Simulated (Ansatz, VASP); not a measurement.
**BeAu2S2: VASP beside Ansatz**

```
CELL_PARAMETERS angstrom
-2.01225 2.84764 4.23273
2.01225 -2.84764 4.23273
2.01225 2.84764 -4.23273
ATOMIC_POSITIONS crystal
Be 0.00000 0.00000 0.00000
S 0.71070 0.50000 0.21070
S 0.28930 0.50000 0.78930
Au 0.28887 0.78887 0.50000
Au 0.71113 0.21113 0.50000
```

Change from the starting cell: species swapped into the Lu2AlSi2 type (Immm, No. 71).

Alike in both runs: task single point; functional PBE; k mesh 6 × 6 × 6; occupations gaussian, width 0.1 eV; no spin polarisation.

|  | VASP | Ansatz |
| --- | --- | --- |
| version | VASP 6.6.1 | Ansatz 0.2.0 |
| potentials or method | VASP PAW PBE potentials, release 64 (Be, S, Au), cutoff 520 eV | scalar-relativistic, plane waves, PAW |
| valence electrons in the cell | 36 | 52 |

|  | VASP | Ansatz | Ansatz less VASP |
| --- | --- | --- | --- |
| gap on the k mesh at the Fermi level (eV) | none | none | - |
| pressure (GPa) | -7.4 | -7.3 | +0.12 |
| traceless stress, the component that is largest in VASP (GPa) | -3.26 | -3.28 | -0.024 |
| rms of the force components (eV/Å) | 0.664 | 0.671 | +0.0067 |

Atom by atom the forces differ by 0.007 eV/Å (rms over components). A gap of «none» marks a metal or a gap that the smearing closes. VASP's potentials hold 36 valence electrons a cell and Ansatz's 52, so a difference there can come from the potentials and not from the codes.

Neither program's run includes spin-orbit coupling.
